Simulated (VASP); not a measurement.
# LiF (F-43m) in VASP: further runs, part 2 of 3

VASP 6.6.1. The steps go on from the part before.

## 3. Single point, PBE-based screened hybrid with 50 % exact exchange

Contents of POSCAR:

```
LiF
1.0
    0.0000000000      2.1446105480      2.1446105480
    2.1446105480      0.0000000000      2.1446105480
    2.1446105480      2.1446105480      0.0000000000
Li F
1 1
Direct
    0.0000000000      0.0000000000      0.0000000000
    0.2500000000      0.2500000000      0.2500000000
```

Contents of INCAR.step1:

```
PREC = Accurate ; ENCUT = 520
EDIFF = 1E-5 ; ISMEAR = 0
SIGMA = 0.01 ; LREAL = F
LASPH = T ; NELM = 100
ALGO = Normal ; ISIF = 2
LWAVE = T ; LCHARG = F
NBANDS = 12 ; GGA = PE
```

Contents of INCAR.step2:

```
PREC = Accurate ; ENCUT = 520
EDIFF = 1E-7 ; ISMEAR = 0
SIGMA = 0.01 ; LREAL = F
LASPH = T ; NELM = 100
ALGO = Normal ; ISIF = 2
LWAVE = F ; LCHARG = F
GGA = PE ; LHFCALC = T
AEXX = 0.5 ; HFSCREEN = 0.5
PRECFOCK = Normal ; NBANDS = 12
ISTART = 1
```

Contents of KPOINTS:

```
regular mesh
0
Gamma
  4 4 4
```

Potentials or basis: VASP PAW PBE potentials, release 64 (Li_sv, F).

Run with:

```sh
$ cat potpaw_PBE.64/Li_sv/POTCAR potpaw_PBE.64/F/POTCAR > POTCAR
$ cp INCAR.step1 INCAR
$ mpirun -np 1 vasp_std > vasp.out
$ cp INCAR.step2 INCAR
$ mpirun -np 1 vasp_std > vasp.out
```

OUTCAR:

```text
PREC = Accurate
   ENCUT = 520
   EDIFF = 1E-7
   ISMEAR = 0
   LREAL = F
   LASPH = T
   NELM = 100
   ISIF = 2
   GGA = PE
   LHFCALC = T
   AEXX = 0.5
   HFSCREEN = 0.5
   PRECFOCK = Normal
   ISTART = 1

 ion  position               nearest neighbor table
   1  0.000  0.000  0.000-   2 1.86   2 1.86   2 1.86   2 1.86
   2  0.250  0.250  0.250-   1 1.86   1 1.86   1 1.86   1 1.86

  LATTYP: Found a face centered cubic cell.
 ALAT       =     4.2892210960

  Lattice vectors:

 A1 = (   0.0000000000,   2.1446105480,   2.1446105480)
 A2 = (   2.1446105480,   0.0000000000,   2.1446105480)
 A3 = (   2.1446105480,   2.1446105480,   0.0000000000)

Analysis of symmetry for initial positions (statically):
=====================================================================
 Subroutine PRICEL returns:
 Original cell was already a primitive cell.

 Routine SETGRP: Setting up the symmetry group for a
 face centered cubic supercell.

 Subroutine GETGRP returns: Found 24 space group operations
 (whereof 24 operations were pure point group operations)
 out of a pool of 48 trial point group operations.

The static configuration has the point symmetry T_d .

Analysis of symmetry for dynamics (positions and initial velocities):
=====================================================================
 Subroutine PRICEL returns:
 Original cell was already a primitive cell.

 Routine SETGRP: Setting up the symmetry group for a
 face centered cubic supercell.

 Subroutine GETGRP returns: Found 24 space group operations
 (whereof 24 operations were pure point group operations)
 out of a pool of 48 trial point group operations.

The dynamic configuration has the point symmetry T_d .

 Subroutine INISYM returns: Found 24 space group operations
 (whereof 24 operations are pure point group operations),
 and found     1 'primitive' translations

----------------------------------------------------------------------------------------

                                     Primitive cell

  volume of cell :      19.7276

  direct lattice vectors                    reciprocal lattice vectors
     0.000000000  2.144610548  2.144610548    -0.233142563  0.233142563  0.233142563
     2.144610548  0.000000000  2.144610548     0.233142563 -0.233142563  0.233142563
     2.144610548  2.144610548  0.000000000     0.233142563  0.233142563 -0.233142563

  length of vectors
     3.032937323  3.032937323  3.032937323     0.403814765  0.403814765  0.403814765

  position of ions in fractional coordinates (direct lattice)
     0.000000000  0.000000000  0.000000000
     0.250000000  0.250000000  0.250000000

  ion indices of the primitive-cell ions
   primitive index   ion index
                 1           1
                 2           2

----------------------------------------------------------------------------------------
[... 36 lines left out ...]
   number of dos      NEDOS =    301   number of ions     NIONS =      2
   total plane-waves  NPLWV =  13824
   dimension x,y,z NGX =    24 NGY =   24 NGZ =   24
   dimension x,y,z NGXF=    48 NGYF=   48 NGZF=   48
   ions per type =               1   1
   NGX,Y,Z   is equivalent  to a cutoff of  13.16, 13.16, 13.16 a.u.
   NGXF,Y,Z  is equivalent  to a cutoff of  26.31, 26.31, 26.31 a.u.
 SYSTEM =  unknown system
   PREC   = accura    normal or accurate (medium, high low for compatibility)
   ISTART =      1    job   : 0-new  1-cont  2-samecut
   ICHARG =      0    charge: 1-file 2-atom 10-const
   ISPIN  =      1    spin polarized calculation?
   LNONCOLLINEAR =      F non collinear calculations
   LSORBIT =      F    spin-orbit coupling
   LASPH  =      T    aspherical Exc in radial PAW
   ENCUT  =  520.0 eV  38.22 Ry    6.18 a.u.   5.64  5.64  5.64*2*pi/ulx,y,z
   NELM   =    100;   NELMIN=  2; NELMDL=  0     # of ELM steps
   EDIFF  = 0.1E-06   stopping-criterion for ELM
   LREAL  =      F    real-space projection
   EDIFFG = 0.1E-05   stopping-criterion for IOM
   NSW    =      0    number of steps for IOM
   IBRION =     -1    ionic relax: 0-MD 1-quasi-New 2-CG
   NFREE  =      0    steps in history (QN), initial steepest desc. (CG)
   ISIF   =      2    stress and relaxation
   ISYM   =      3    0-nonsym 1-usesym 2-fastsym
   POTIM  = 0.5000    time-step for ionic-motion
   TEBEG  =    0.0;   TEEND  =   0.0 temperature during run
   PSTRESS=    0.0 pullay stress
   NELECT =      10.0000    total number of electrons
   NUPDOWN=      -1.0000    fix difference up-down
   EMIN   =  10.00;   EMAX   =-10.00  energy-range for DOS
   EFERMI =   0.00;   METHOD = LEGACY
   ISMEAR =     0;   SIGMA  =   0.01  broadening in eV -4-tet -1-fermi 0-gaus
   EFERMI_NEDOS =   21; number of points for ismear=-14 and -15
   IALGO  =     38    algorithm
   IMIX   =      1    mixing-type and parameters
     AMIX     =   0.40;   BMIX     =  1.00
     AMIX_MAG =   1.60;   BMIX_MAG =  1.00
  volume/ion in A,a.u.               =       9.86        66.56
  Fermi-wavevector in a.u.,A,eV,Ry     =   1.305318  2.466694 23.182363  1.703856
  Thomas-Fermi vector in A             =   2.436195
   LORBIT       =      0    0 simple, 1 ext, 2 COOP (PROOUT), +10 PAW based schemes
   GGA     = PE    functional components
   LHFCALC =     T    Hartree Fock is set to
   PRECFOCK=normal    Normal, Fast or Accurate (Low or Medium for compatibility)
   ENCUT4O =  -1.0   cutoff for four orbital integrals eV
   NKREDX  =     1    reduce k-point grid by
   NKREDY  =     1    reduce k-point grid by
   NKREDZ  =     1    reduce k-point grid by
   AEXX    =    0.5000 exact exchange contribution
   HFSCREEN=    0.5000 screening length (either q_TF or 0.3 A-1)
   HFSCREENC=   0.5000 screening length for correlation (either q_TF or 0.3 A-1)
   ENCUTFOCK=  -1.0 apply spherical cutoff to Coloumb kernel
   IVDW    =     0    specifies the selected vdW correction
   LEPSILON=     F    determine dielectric tensor
   LRPA    =     F    only Hartree local field effects (RPA)
 non-spin polarized calculation
 Gauss-broadening in eV      SIGMA  =   0.01
  energy-cutoff  :      520.00
  volume of cell :       19.73
 maximum number of plane-waves:       544
 NGX is ok and might be reduce to    24
  NGX = 18; NGY = 18; NGZ = 18

 number of electron       9.9999987 magnetization

 Free energy of the ion-electron system (eV)
  ---------------------------------------------------
  ext. energy  EPLUGINS =         0.00000000
  ---------------------------------------------------
  free energy    TOTEN  =       -12.10397841 eV

  energy without entropy =      -12.10397841  energy(sigma->0) =      -12.10397841

 E-fermi :  -4.8722     XC(G=0):  -6.5533

 val. band max:       -5.0217790872   @ k =   0.0000   0.0000   0.0000
 cond. band min:       5.7303989633   @ k =   0.0000   0.0000   0.0000
 fundamental gap:     10.7521780504
 Fermi energy:        -4.8721516608

 k-point     1 :       0.0000    0.0000    0.0000
  band No.  band energies     occupation
      1     -49.1990      2.00000
      2     -27.2628      2.00000
      3      -5.0218      2.00000
      4      -5.0218      2.00000
      5      -5.0218      2.00000
      6       5.7304      0.00000
      7      17.7102      0.00000
      8      17.7102      0.00000
      9      17.7102      0.00000
     10      26.3360      0.00000
     11      26.3360      0.00000
     12      26.3360      0.00000
[... 91 lines left out ...]
 k-point     8 :      -0.2500    0.5000    0.2500
  band No.  band energies     occupation
      1     -49.1438      2.00000
      2     -27.0099      2.00000
      3      -6.5007      2.00000
      4      -5.9795      2.00000
      5      -5.8399      2.00000
      6      10.0088      0.00000
      7      13.7334      0.00000
      8      15.0319      0.00000
      9      18.7996      0.00000
     10      21.3778      0.00000
     11      27.4105      0.00000
     12      28.6068      0.00000

------------------------ aborting loop because EDIFF is reached ----------------------------------------

  FORCE on cell =-STRESS in cart. coord.  units (eV):
  Direction    XX          YY          ZZ          XY          YZ          ZX
  --------------------------------------------------------------------------------------
  -------------------------------------------------------------------------------------
  Total       -0.1062738     -0.1062738     -0.1062738      0.0000000      0.0000000     -0.0000000
  in kB       -8.6310105     -8.6310105     -8.6310105      0.0000000      0.0000000     -0.0000000
  external PRESSURE =      -8.6310105 kB  Pullay stress =       0.0000000 kB

 VOLUME and BASIS-vectors are now :
 -----------------------------------------------------------------------------
  energy-cutoff  :      520.00
  volume of cell :       19.73
      direct lattice vectors                 reciprocal lattice vectors
     0.000000000  2.144610548  2.144610548    -0.233142563  0.233142563  0.233142563
     2.144610548  0.000000000  2.144610548     0.233142563 -0.233142563  0.233142563
     2.144610548  2.144610548  0.000000000     0.233142563  0.233142563 -0.233142563

 POSITION                                       TOTAL-FORCE (eV/Angst)
 -----------------------------------------------------------------------------------
      0.00000      0.00000      0.00000        -0.000000     -0.000000     -0.000000
      1.07231      1.07231      1.07231         0.000000      0.000000      0.000000
 -----------------------------------------------------------------------------------
    total drift:                                0.000002      0.000005      0.000002

  FREE ENERGIE OF THE ION-ELECTRON SYSTEM (eV)
  ---------------------------------------------------
  free  energy   TOTEN  =       -12.1039784070 eV

  energy  without entropy=      -12.1039784070  energy(sigma->0) =      -12.10397841
```

OUTCAR.step1:

```text
PREC = Accurate
   ENCUT = 520
   EDIFF = 1E-5
   ISMEAR = 0
   LREAL = F
   LASPH = T
[... 324 lines left out ...]
 -----------------------------------------------------------------------------------
      0.00000      0.00000      0.00000        -0.000000     -0.000000      0.000000
      1.07231      1.07231      1.07231         0.000000      0.000000     -0.000000
 -----------------------------------------------------------------------------------
    total drift:                               -0.000001     -0.000001     -0.000001

  FREE ENERGIE OF THE ION-ELECTRON SYSTEM (eV)
  ---------------------------------------------------
  free  energy   TOTEN  =        -9.6172778130 eV

  energy  without entropy=       -9.6172778130  energy(sigma->0) =       -9.61727781
```

Run time: 57 s. Hardware: 1 thread of Intel Xeon Platinum 8559C (Emerald Rapids), shared host; peak memory 0.23 GiB.

Results:

```
Free energy            : -12.1040 eV
Band gap on the k mesh : 10.75 eV
```

Levels at points of the mesh, in eV from the valence-band top:
```csv
k point,band 1,band 2,band 3,band 4,band 5,band 6,band 7,band 8,band 9,band 10
"(0.00, 0.00, 0.00)",-44.18,-22.24,0.00,0.00,0.00,10.75,22.73,22.73,22.73,31.36
"(0.50, 0.00, 0.00)",-44.14,-22.05,-2.00,-0.27,-0.27,14.97,18.08,22.32,22.32,29.64
"(0.50, 0.50, 0.00)",-44.12,-21.99,-1.46,-0.82,-0.82,13.48,19.10,22.99,22.99,25.20
```

Caveat: the k points lie up to 0.63 Å⁻¹ apart; the cutoff is under 1.25 times the usual one of these potentials, so pressure, stress and relaxed cells hold a basis-set (Pulay) error; the structure was generated, so it needn't be the stable form of LiF; the PAW data sets were made with another functional, which shifts forces and pressure a little.

## 4. Single point, PBE-based screened hybrid with 35 % exact exchange

POSCAR is that of step 3.

Contents of INCAR.step1:

```
  PREC = Accurate
  ENCUT = 520
  EDIFF = 1E-5
  ISMEAR = 0
  SIGMA = 0.01
  LREAL = False
  LASPH = True
  NELM = 60
  ALGO = Normal
  ISIF = 2
  LWAVE = True
  LCHARG = False
  GGA = PE
  NBANDS = 12
```

Contents of INCAR.step2:

```
  PREC = Accurate
  ENCUT = 520
  EDIFF = 1E-6
  ISMEAR = 0
  SIGMA = 0.01
  LREAL = False
  LASPH = True
  NELM = 60
  ALGO = Normal
  ISIF = 2
  LWAVE = False
  LCHARG = False
  GGA = PE
  LHFCALC = True
  AEXX = 0.35
  HFSCREEN = 0.2078
  PRECFOCK = Normal
  ISTART = 1
  NBANDS = 12
```

Contents of KPOINTS:

```
Automatic mesh
0
Gamma
  4 4 4
```

Run with:

```sh
$ cat potpaw_PBE.64/Li_sv/POTCAR potpaw_PBE.64/F/POTCAR > POTCAR
$ cp INCAR.step1 INCAR
$ mpirun -np 1 vasp_std > vasp.out
$ cp INCAR.step2 INCAR
$ mpirun -np 1 vasp_std > vasp.out
```

It took 54 s on 1 thread of Intel Xeon Platinum 8559C (Emerald Rapids), shared host; peak memory 0.23 GiB.

The run converged. Its results:

- Free energy: -12.0703 eV
- Band gap on the k mesh: 10.97 eV

Levels at points of the mesh, in eV from the valence-band top:
```csv
k point,band 3,band 4,band 5,band 6,band 7,band 8
"(0.00, 0.00, 0.00)",0.00,0.00,0.00,10.97,23.00,23.00
"(0.50, 0.00, 0.00)",-2.08,-0.28,-0.28,15.22,18.31,22.58
"(0.50, 0.50, 0.00)",-1.51,-0.85,-0.85,13.68,19.33,23.22
```

Caveat: the k points lie up to 0.63 Å⁻¹ apart; the cutoff is under 1.25 times the usual one of these potentials, so pressure, stress and relaxed cells hold a basis-set (Pulay) error; the structure was generated, so it needn't be the stable form of LiF; the PAW data sets were made with another functional, which shifts forces and pressure a little.

## 5. Single point, PBE-based screened hybrid with 30 % exact exchange

POSCAR is that of step 4.

Contents of INCAR.step1:

```
SYSTEM = LiF
PREC     = Accurate       ! precision mode
ENCUT    = 520            ! plane-wave cutoff, eV
EDIFF    = 1E-5           ! SCF threshold, eV
ISMEAR   = 0              ! smearing method
SIGMA    = 0.01           ! smearing width, eV
LREAL    = .False.        ! projectors in reciprocal space
LASPH    = .True.         ! aspherical terms in the spheres
NELM     = 60             ! most SCF steps
ALGO     = Normal         ! electronic algorithm
ISIF     = 2              ! what is computed and relaxed
LWAVE    = .True.         ! write WAVECAR
NBANDS   = 12             ! bands
GGA      = PE             ! functional
```

Contents of INCAR.step2:

```
SYSTEM = LiF
PREC     = Accurate       ! precision mode
ENCUT    = 520            ! plane-wave cutoff, eV
EDIFF    = 1E-6           ! SCF threshold, eV
ISMEAR   = 0              ! smearing method
SIGMA    = 0.01           ! smearing width, eV
LREAL    = .False.        ! projectors in reciprocal space
LASPH    = .True.         ! aspherical terms in the spheres
NELM     = 60             ! most SCF steps
ALGO     = Normal         ! electronic algorithm
ISIF     = 2              ! what is computed and relaxed
LWAVE    = .False.        ! write WAVECAR
LCHARG   = .True.         ! write CHGCAR
GGA      = PE             ! functional
LHFCALC  = .True.         ! exact exchange
AEXX     = 0.3            ! exact-exchange fraction
HFSCREEN = 0.5            ! screening, 1/A
PRECFOCK = Normal       
LELF     = .True.         ! ELF
LVHAR    = .True.       
NBANDS   = 12             ! bands
ISTART   = 1
```

Contents of KPOINTS:

```
Automatic mesh
0
Gamma
  4 4 4
  0 0 0
```

Potentials or basis: VASP PAW PBE potentials, release 64 (Li_sv, F).

Run with:

```sh
$ cat potpaw_PBE.64/Li_sv/POTCAR potpaw_PBE.64/F/POTCAR > POTCAR
$ cp INCAR.step1 INCAR
$ mpirun -np 1 vasp_std > vasp.out
$ cp INCAR.step2 INCAR
$ mpirun -np 1 vasp_std > vasp.out
```

OUTCAR:

```text
SYSTEM = LiF
   PREC = Accurate
   ENCUT = 520
   EDIFF = 1E-6
   ISMEAR = 0
   LREAL = .False.
   LASPH = .True.
   NELM = 60
   ISIF = 2
   GGA = PE
   LHFCALC = .True.
   AEXX = 0.3
   HFSCREEN = 0.5
   PRECFOCK = Normal
   ISTART = 1

 ion  position               nearest neighbor table
   1  0.000  0.000  0.000-   2 1.86   2 1.86   2 1.86   2 1.86
   2  0.250  0.250  0.250-   1 1.86   1 1.86   1 1.86   1 1.86

  LATTYP: Found a face centered cubic cell.
 ALAT       =     4.2892210960

  Lattice vectors:

 A1 = (   0.0000000000,   2.1446105480,   2.1446105480)
 A2 = (   2.1446105480,   0.0000000000,   2.1446105480)
 A3 = (   2.1446105480,   2.1446105480,   0.0000000000)

Analysis of symmetry for initial positions (statically):
=====================================================================
 Subroutine PRICEL returns:
 Original cell was already a primitive cell.

 Routine SETGRP: Setting up the symmetry group for a
 face centered cubic supercell.

 Subroutine GETGRP returns: Found 24 space group operations
 (whereof 24 operations were pure point group operations)
 out of a pool of 48 trial point group operations.

[... 166 lines left out ...]
      4      -4.0064      2.00000
      5      -4.0064      2.00000
      6       5.6006      0.00000
      7      17.4220      0.00000
      8      17.4220      0.00000
      9      17.4220      0.00000
     10      26.0657      0.00000
     11      26.0657      0.00000
     12      26.0657      0.00000
[... 91 lines left out ...]
 k-point     8 :      -0.2500    0.5000    0.2500
  band No.  band energies     occupation
      1     -46.6028      2.00000
      2     -24.8395      2.00000
      3      -5.4821      2.00000
      4      -4.9717      2.00000
      5      -4.8064      2.00000
      6       9.8504      0.00000
      7      13.4845      0.00000
      8      14.7356      0.00000
      9      18.3880      0.00000
     10      21.0507      0.00000
     11      27.0450      0.00000
     12      28.1862      0.00000

------------------------ aborting loop because EDIFF is reached ----------------------------------------

  FORCE on cell =-STRESS in cart. coord.  units (eV):
  Direction    XX          YY          ZZ          XY          YZ          ZX
  --------------------------------------------------------------------------------------
  -------------------------------------------------------------------------------------
  Total        0.0761455      0.0761455      0.0761455     -0.0000000      0.0000000      0.0000000
  in kB        6.1841439      6.1841439      6.1841439     -0.0000000      0.0000000      0.0000000
  external PRESSURE =       6.1841439 kB  Pullay stress =       0.0000000 kB

 VOLUME and BASIS-vectors are now :
 -----------------------------------------------------------------------------
  energy-cutoff  :      520.00
  volume of cell :       19.73
      direct lattice vectors                 reciprocal lattice vectors
     0.000000000  2.144610548  2.144610548    -0.233142563  0.233142563  0.233142563
     2.144610548  0.000000000  2.144610548     0.233142563 -0.233142563  0.233142563
     2.144610548  2.144610548  0.000000000     0.233142563  0.233142563 -0.233142563

 POSITION                                       TOTAL-FORCE (eV/Angst)
 -----------------------------------------------------------------------------------
      0.00000      0.00000      0.00000        -0.000000     -0.000000     -0.000000
      1.07231      1.07231      1.07231         0.000000      0.000000      0.000000
 -----------------------------------------------------------------------------------
    total drift:                                0.000013      0.000012      0.000009

  FREE ENERGIE OF THE ION-ELECTRON SYSTEM (eV)
  ---------------------------------------------------
  free  energy   TOTEN  =       -11.0850523689 eV

  energy  without entropy=      -11.0850523689  energy(sigma->0) =      -11.08505237
```

OUTCAR.step1:

```text
SYSTEM = LiF
   PREC = Accurate
   ENCUT = 520
   EDIFF = 1E-5
   ISMEAR = 0
   LREAL = .False.
   LASPH = .True.
[... 325 lines left out ...]
      0.00000      0.00000      0.00000        -0.000000     -0.000000      0.000000
      1.07231      1.07231      1.07231         0.000000      0.000000     -0.000000
 -----------------------------------------------------------------------------------
    total drift:                               -0.000001     -0.000001     -0.000001

  FREE ENERGIE OF THE ION-ELECTRON SYSTEM (eV)
  ---------------------------------------------------
  free  energy   TOTEN  =        -9.6172778130 eV

  energy  without entropy=       -9.6172778130  energy(sigma->0) =       -9.61727781
```

Wall time 44 s (1 thread of Intel Xeon Platinum 8559C (Emerald Rapids), shared host); peak memory 0.22 GiB.

Results:

* Free energy: -11.0851 eV
* Band gap on the k mesh: 9.61 eV

Caveat: the k points lie up to 0.63 Å⁻¹ apart; the cutoff is under 1.25 times the usual one of these potentials, so pressure, stress and relaxed cells hold a basis-set (Pulay) error; the structure was generated, so it needn't be the stable form of LiF; the PAW data sets were made with another functional, which shifts forces and pressure a little.

(Continued in part 3 of 3.)
